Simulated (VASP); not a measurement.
**BiTe: electric field gradients with PBEsol**

Crystal: BiTe.

```
CELL_PARAMETERS angstrom
0.00000 3.23500 3.23500
3.23500 0.00000 3.23500
3.23500 3.23500 0.00000
ATOMIC_POSITIONS crystal
Bi 0.00000 0.00000 0.00000
Te 0.50000 0.50000 0.50000
```

```yaml
Program: VASP 6.6.1
Task: electric field gradients
Functional: PBEsol
Potentials_or_basis: VASP PAW PBE potentials, release 64 (Bi_d, Te)
Cutoff: 520 eV
k_mesh: 10 × 10 × 10
Occupations: fermi-dirac, width 0.08 eV
Spin: no spin polarisation
Dipole_correction: no
Further_INCAR_settings: ALGO = Normal; EDIFF = 1e-08; NBANDS = 18
```

```yaml
Pressure: -1.7 GPa
Band_gap_on_the_k_mesh: zero (an odd number of electrons rules out a gap without spin polarisation)
Largest_electric_field_gradient_by_atom: zero within the noise of the run
```

Levels at points of the mesh, in eV from the Fermi level:
```csv
k point,band 7,band 8,band 9,band 10,band 11,band 12,band 13,band 14
"(0.00, 0.00, 0.00)",-8.14,-2.52,-2.52,-2.52,2.16,2.16,2.16,4.64
"(0.50, 0.00, 0.00)",-11.26,-1.89,-1.89,-1.60,-0.85,-0.63,-0.63,7.25
"(0.50, 0.50, 0.00)",-9.95,-5.67,-4.00,-4.00,2.18,3.60,3.60,4.96
```

It took 45 s on 1 thread of Intel(R) Xeon(R) 6975P-C (Granite Rapids), with other jobs on the host, peak memory 0.22 GiB.

Caveat: the PAW data sets were made with another functional, which shifts forces and pressure a little; spin-orbit coupling is left out, which moves the levels of the heavy elements.
